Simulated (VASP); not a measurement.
# I in VASP: a series of runs, part 2 of 2

VASP 6.6.1. The steps go on from the part before.

### Step 5. Single point, PBEsol

This run uses another cell than the first one, of 33.36 Å³/atom.

Input file INCAR:

```
ALGO     = Normal         # electronic algorithm
EDIFF    = 1E-6           # SCF threshold, eV
ENCUT    = 520            # plane-wave cutoff, eV
GGA      = PS             # functional
ISIF     = 2              # what is computed and relaxed
ISMEAR   = -1             # smearing method
LASPH    = T              # aspherical terms in the spheres
LCHARG   = F              # write CHGCAR
LREAL    = F              # projectors in reciprocal space
LWAVE    = F              # write WAVECAR
NBANDS   = 10             # bands
NELM     = 60             # most SCF steps
PREC     = Accurate       # precision mode
SIGMA    = 0.05           # smearing width, eV
```

Input file KPOINTS:

```
k-points
0
Gamma
  9 9 9
```

Input file POSCAR:

```
I
1.0
    0.0000000000      2.2198923307      3.3923626268
    2.2147823864      0.0000000000      3.3923626268
    2.2147823864      2.2198923307      0.0000000000
I
1
Direct
    0.0000000000      0.0000000000      0.0000000000
```

Potentials or basis: VASP PAW PBE potentials, release 64 (I).

Started as:

```console
> cat potpaw_PBE.64/I/POTCAR > POTCAR
> mpirun -np 1 vasp_std > vasp.out
```

OUTCAR:

```text
EDIFF = 1E-6
   ENCUT = 520
   GGA = PS
   ISIF = 2
   ISMEAR = -1
   LASPH = T
   LREAL = F
   NELM = 60
   PREC = Accurate

 ion  position               nearest neighbor table
   1  0.000  0.000  0.000-

  LATTYP: Found a face centered orthorhombic cell.
 ALAT       =     4.4295647728
 B/A-ratio  =     1.0023071993
 C/A-ratio  =     1.5316911709

  Lattice vectors:

 A1 = (   0.0000000000,   2.2198923307,   3.3923626268)
 A2 = (   2.2147823864,   0.0000000000,   3.3923626268)
 A3 = (   2.2147823864,   2.2198923307,   0.0000000000)

Analysis of symmetry for initial positions (statically):
=====================================================================
 Subroutine PRICEL returns:
 Original cell was already a primitive cell.

 Routine SETGRP: Setting up the symmetry group for a
 face centered orthorhombic supercell.

 Subroutine GETGRP returns: Found  8 space group operations
 (whereof  8 operations were pure point group operations)
 out of a pool of  8 trial point group operations.

The static configuration has the point symmetry D_2h.

Analysis of symmetry for dynamics (positions and initial velocities):
=====================================================================
 Subroutine PRICEL returns:
 Original cell was already a primitive cell.

 Routine SETGRP: Setting up the symmetry group for a
 face centered orthorhombic supercell.

 Subroutine GETGRP returns: Found  8 space group operations
 (whereof  8 operations were pure point group operations)
 out of a pool of  8 trial point group operations.

The dynamic configuration has the point symmetry D_2h.

 Subroutine INISYM returns: Found  8 space group operations
 (whereof  8 operations are pure point group operations),
 and found     1 'primitive' translations

----------------------------------------------------------------------------------------

                                     Primitive cell

  volume of cell :      33.3576

  direct lattice vectors                    reciprocal lattice vectors
     0.000000000  2.219892331  3.392362627    -0.225755814  0.225236149  0.147389903
     2.214782386  0.000000000  3.392362627     0.225755814 -0.225236149  0.147389903
     2.214782386  2.219892331  0.000000000     0.225755814  0.225236149 -0.147389903

  length of vectors
     4.054139385  4.051343630  3.135790647     0.351312957  0.351312957  0.351312957

  position of ions in fractional coordinates (direct lattice)
     0.000000000  0.000000000  0.000000000

  ion indices of the primitive-cell ions
   primitive index   ion index
                 1           1

----------------------------------------------------------------------------------------

 KPOINTS: k-points

Automatic generation of k-mesh.
 Grid dimensions read from file:
 generate k-points for:    9    9    9

 Generating k-lattice:

  Cartesian coordinates                     Fractional coordinates (reciprocal lattice)
    -0.025083979  0.025026239  0.016376656     0.111111111  0.000000000  0.000000000
     0.025083979 -0.025026239  0.016376656     0.000000000  0.111111111 -0.000000000
     0.025083979  0.025026239 -0.016376656     0.000000000 -0.000000000  0.111111111

  Length of vectors
     0.039034773  0.039034773  0.039034773

  Shift w.r.t. Gamma in fractional coordinates (k-lattice)
     0.000000000  0.000000000  0.000000000

 Subroutine IBZKPT returns following result:
 ===========================================

 Found    125 irreducible k-points:

 Following reciprocal coordinates:
            Coordinates               Weight
  0.000000  0.000000  0.000000      1.000000
  0.111111  0.000000  0.000000      8.000000
  0.222222 -0.000000  0.000000      8.000000
  0.333333  0.000000 -0.000000      8.000000
  0.444444 -0.000000  0.000000      8.000000
  0.111111  0.111111  0.000000      2.000000
[... 16 lines left out ...]
 -0.333333  0.333333 -0.000000      4.000000
  0.444444  0.444444  0.000000      2.000000
 [... further k-points ...]
   k-points           NKPTS =    125   k-points in BZ     NKDIM =    125   number of bands    NBANDS=     10
   number of dos      NEDOS =    301   number of ions     NIONS =      1
   total plane-waves  NPLWV =  21600
   dimension x,y,z NGX =    30 NGY =   30 NGZ =   24
   dimension x,y,z NGXF=    60 NGYF=   60 NGZF=   48
   ions per type =               1
   NGX,Y,Z   is equivalent  to a cutoff of  12.30, 12.31, 12.72 a.u.
   NGXF,Y,Z  is equivalent  to a cutoff of  24.60, 24.62, 25.45 a.u.
 SYSTEM =  unknown system
   PREC   = accura    normal or accurate (medium, high low for compatibility)
   ISTART =      0    job   : 0-new  1-cont  2-samecut
   ICHARG =      2    charge: 1-file 2-atom 10-const
   ISPIN  =      1    spin polarized calculation?
   LNONCOLLINEAR =      F non collinear calculations
   LSORBIT =      F    spin-orbit coupling
   LASPH  =      T    aspherical Exc in radial PAW
   ENCUT  =  520.0 eV  38.22 Ry    6.18 a.u.   7.54  7.53  5.83*2*pi/ulx,y,z
   NELM   =     60;   NELMIN=  2; NELMDL= -5     # of ELM steps
   EDIFF  = 0.1E-05   stopping-criterion for ELM
   LREAL  =      F    real-space projection
   EDIFFG = 0.1E-04   stopping-criterion for IOM
   NSW    =      0    number of steps for IOM
   IBRION =     -1    ionic relax: 0-MD 1-quasi-New 2-CG
   NFREE  =      0    steps in history (QN), initial steepest desc. (CG)
   ISIF   =      2    stress and relaxation
   ISYM   =      2    0-nonsym 1-usesym 2-fastsym
   POTIM  = 0.5000    time-step for ionic-motion
   TEBEG  =    0.0;   TEEND  =   0.0 temperature during run
   PSTRESS=    0.0 pullay stress
   NELECT =       7.0000    total number of electrons
   NUPDOWN=      -1.0000    fix difference up-down
   EMIN   =  10.00;   EMAX   =-10.00  energy-range for DOS
   EFERMI =   0.00;   METHOD = LEGACY
   ISMEAR =    -1;   SIGMA  =   0.05  broadening in eV -4-tet -1-fermi 0-gaus
   EFERMI_NEDOS =   21; number of points for ismear=-14 and -15
   IALGO  =     38    algorithm
   IMIX   =      4    mixing-type and parameters
     AMIX     =   0.40;   BMIX     =  1.00
     AMIX_MAG =   1.60;   BMIX_MAG =  1.00
  volume/ion in A,a.u.               =      33.36       225.11
  Fermi-wavevector in a.u.,A,eV,Ry     =   0.972842  1.838405 12.876854  0.946422
  Thomas-Fermi vector in A             =   2.103174
   LORBIT       =      0    0 simple, 1 ext, 2 COOP (PROOUT), +10 PAW based schemes
   GGA     = PS    functional components
   LHFCALC =     F    Hartree Fock is set to
   AEXX    =    0.0000 exact exchange contribution
   IVDW    =     0    specifies the selected vdW correction
   LEPSILON=     F    determine dielectric tensor
   LRPA    =     F    only Hartree local field effects (RPA)
 non-spin polarized calculation
  energy-cutoff  :      520.00
  volume of cell :       33.36
 maximum number of plane-waves:       914
 NGX is ok and might be reduce to    30
   NGX = 15   NGY = 15   NGZ = 11

 number of electron       7.0000000 magnetization

 Free energy of the ion-electron system (eV)
  ---------------------------------------------------
  ext. energy  EPLUGINS =         0.00000000
  ---------------------------------------------------
  free energy    TOTEN  =        -1.64672821 eV

  energy without entropy =       -1.64176765  energy(sigma->0) =       -1.64424793

 E-fermi :   5.5447     XC(G=0):  -9.3967

 val. band max:        5.4883074020   @ k =  -0.1111  -0.0000   0.1111
 cond. band min:       5.5701287421   @ k =   0.2222   0.4444   0.1111
 fundamental gap:      0.0818213400
 Fermi energy:         5.5447091075

 k-point     1 :       0.0000    0.0000    0.0000
  band No.  band energies     occupation
      1      -9.1474      2.00000
      2       4.2449      2.00000
      3       6.7156      0.00000
      4       6.7241      0.00000
      5      10.6826      0.00000
      6      13.0695      0.00000
      7      14.2795      0.00000
      8      17.2804      0.00000
      9      17.2912      0.00000
     10      17.5383      0.00000

 k-point     2 :       0.1111    0.0000    0.0000
  band No.  band energies     occupation
      1      -8.9839      2.00000
      2       4.1040      2.00000
      3       5.4645      1.66500
      4       6.8072      0.00000
      5      11.1399      0.00000
      6      13.5563      0.00000
      7      14.8478      0.00000
      8      15.4160      0.00000
      9      17.5235      0.00000
     10      18.1162      0.00000
[... 274 lines left out ...]
 k-point    24 :       0.4444    0.4444    0.0000
  band No.  band energies     occupation
      1      -8.4726      2.00000
      2       0.3622      2.00000
      3       6.1249      0.00002
      4       6.1351      0.00001
      5      11.9624      0.00000
      6      12.3469      0.00000
      7      18.7002      0.00000
      8      21.7498      0.00000
      9      21.7519      0.00000
     10      23.0142      0.00000

 [... further k-points ...]
[... 5 lines left out ...]
  --------------------------------------------------------------------------------------
  -------------------------------------------------------------------------------------
  Total        0.4145176      0.4113784      0.4153179      0.0000000      0.0000000      0.0000000
  in kB       19.9094072     19.7586305     19.9478445      0.0000000      0.0000000      0.0000000
  external PRESSURE =      19.8719608 kB  Pullay stress =       0.0000000 kB

 VOLUME and BASIS-vectors are now :
 -----------------------------------------------------------------------------
  energy-cutoff  :      520.00
  volume of cell :       33.36
      direct lattice vectors                 reciprocal lattice vectors
     0.000000000  2.219892331  3.392362627    -0.225755814  0.225236149  0.147389903
     2.214782386  0.000000000  3.392362627     0.225755814 -0.225236149  0.147389903
     2.214782386  2.219892331  0.000000000     0.225755814  0.225236149 -0.147389903

 POSITION                                       TOTAL-FORCE (eV/Angst)
 -----------------------------------------------------------------------------------
      0.00000      0.00000      0.00000         0.000000      0.000000     -0.000000
 -----------------------------------------------------------------------------------
    total drift:                               -0.000000     -0.000000     -0.000000

  FREE ENERGIE OF THE ION-ELECTRON SYSTEM (eV)
  ---------------------------------------------------
  free  energy   TOTEN  =        -1.6467282110 eV

  energy  without entropy=       -1.6417676514  energy(sigma->0) =       -1.64424793
```

Wall time 25 s (1 thread of Intel Xeon Platinum 8259CL at 2.50GHz (Skylake/Cascade Lake), shared host); peak memory 0.18 GiB.

Results:

```
Free energy            : -1.6467 eV
Pressure               : 2.0 GPa
Band gap on the k mesh : zero (an odd number of electrons rules out a gap without spin polarisation)
```

Caveat: the PAW data sets were made with another functional, which shifts forces and pressure a little; spin-orbit coupling is left out, which moves the levels of the heavy elements; an odd number of electrons without spin polarisation forces a metal; a magnetic or distorted state may lie lower.

### Step 6. Single point, BLYP+D3(BJ)

This run uses another cell than the first one, of 37.52 Å³/atom.

Input file INCAR:

```
SYSTEM = I
  AGGAC = 1.0
  AGGAX = 1.0
  ALDAC = 0.0
  ALDAX = 1.0
  ALGO = Normal
  EDIFF = 1E-6
  ENCUT = 520
  GGA = B5
  ISIF = 2
  ISMEAR = -1
  IVDW = 12
  LASPH = .True.
  LCHARG = .True.
  LELF = .True.
  LREAL = .False.
  LVHAR = .True.
  LWAVE = .False.
  NBANDS = 10
  NELM = 100
  PREC = Accurate
  SIGMA = 0.05
  VDW_A1 = 0.4298
  VDW_A2 = 4.2359
  VDW_S6 = 1.0
  VDW_S8 = 2.6996
```

Input file KPOINTS:

```
k-points
0
Gamma
  9 9 9
  0 0 0
```

Input file POSCAR:

```
I
1.0
    0.0000000000      2.2952434298      3.5765287061
    2.2854468468      0.0000000000      3.5765287061
    2.2854468468      2.2952434298      0.0000000000
I
1
Direct
    0.0000000000      0.0000000000      0.0000000000
```

Potentials or basis: VASP PAW PBE potentials, release 64 (I).

Started as:

```console
> cat potpaw_PBE.64/I/POTCAR > POTCAR
> mpirun -np 1 vasp_std > vasp.out
```

Wall time 42 s (1 thread of Intel Xeon 8259CL, shared host); peak memory 0.2 GiB.

The run converged. Its results:

- Free energy: -1.7297 eV
- Pressure: 0.1 GPa
- Band gap on the k mesh: zero (an odd number of electrons rules out a gap without spin polarisation)
- Dispersion energy per atom: -0.806 eV

Levels at points of the mesh, in eV from the Fermi level:
```tsv
k point	band 1	band 2	band 3	band 4	band 5	band 6	band 7	band 8	band 9
(0.00, 0.00, 0.00)	-13.90	-1.29	0.93	0.94	5.37	7.76	8.70	11.83	11.85
```

Caveat: the PAW data sets were made with another functional, which shifts forces and pressure a little; spin-orbit coupling is left out, which moves the levels of the heavy elements; an odd number of electrons without spin polarisation forces a metal; a magnetic or distorted state may lie lower.

### Step 7. Summary

```csv
level,cell,gap on the mesh (eV),pressure (GPa)
PBEsol,"a = 3.496, b = 3.496, c = 2.981 Å, angles 64.8, 64.8, 50.5°, 1 atom",none,20.0
PBEsol,"a = 3.706, b = 3.705, c = 3.043 Å, angles 65.8, 65.7, 48.5°, 1 atom",none,10.0
PBEsol,"a = 3.874, b = 3.873, c = 3.094 Å, angles 66.5, 66.4, 47.1°, 1 atom",none,5.0
PBEsol,"a = 4.054, b = 4.051, c = 3.136 Å, angles 67.3, 67.2, 45.5°, 1 atom",none,2.0
BLYP+D3(BJ),"a = 4.250, b = 4.244, c = 3.239 Å, angles 67.7, 67.5, 44.8°, 1 atom",none,0.1
```

Alike in all rows: task single point; potentials or basis VASP PAW PBE potentials, release 64 (I); no spin polarisation; k mesh 9 × 9 × 9; cutoff (eV) 520; smearing fermi-dirac 0.05 eV.

Caveats: the PAW data sets were made with another functional, which shifts forces and pressure a little; spin-orbit coupling is left out, which moves the levels of the heavy elements; an odd number of electrons without spin polarisation forces a metal; a magnetic or distorted state may lie lower; the cell stands under pressure (at least some runs).

Total energies depend on the potentials used, so only differences within one code and one set of settings carry meaning.

The gap in the log of VASP goes by the Fermi energy; the results here count the filled bands.